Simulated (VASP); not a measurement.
Runs of VASP 6.6.1 on GaP. The structure is that of space group R-3m (No. 166), or close to it. The cells are those of the table. 

| cell | gap on the mesh (eV) | pressure (GPa) | largest force (eV/Å) |
| --- | --- | --- | --- |
| a = 5.978 Å, angles 40.9°, 4 atoms | none | (a) | 6.76 |
| a = 7.686 Å, angles 27.0°, 4 atoms | none | 4.6 | 0.98 |
| a = 7.247 Å, angles 29.9°, 4 atoms | 0.07 | (b) | 0.84 |
| a = 6.391 Å, angles 36.8°, 4 atoms | 0.24 | 3.1 | 2.12 |

Alike in all rows: task single point; level PBE; potentials or basis VASP PAW PBE potentials, release 64 (Ga_d, P); no spin polarisation; k mesh 9 × 9 × 9; cutoff (eV) 500; smearing gaussian 0.05 eV.

**Question.** Estimate the missing entries.

**Answer.** (a) 12.3; (b) 0.8.

Caveats: the cell stands under pressure (at least some runs); forces of over 1 eV/Å act on the atoms, so gaps and moduli don't describe the material at rest (at least some runs); an odd mesh through Γ misses points on the zone boundary, where band edges can lie (at least some runs); semilocal functionals underestimate gaps, so a narrow gap can read as zero (at least some runs).

A k mesh can miss the band edges, and the runs leave out spin-orbit coupling on Ga.

A gap of «none» marks levels without a gap at the run's occupations.
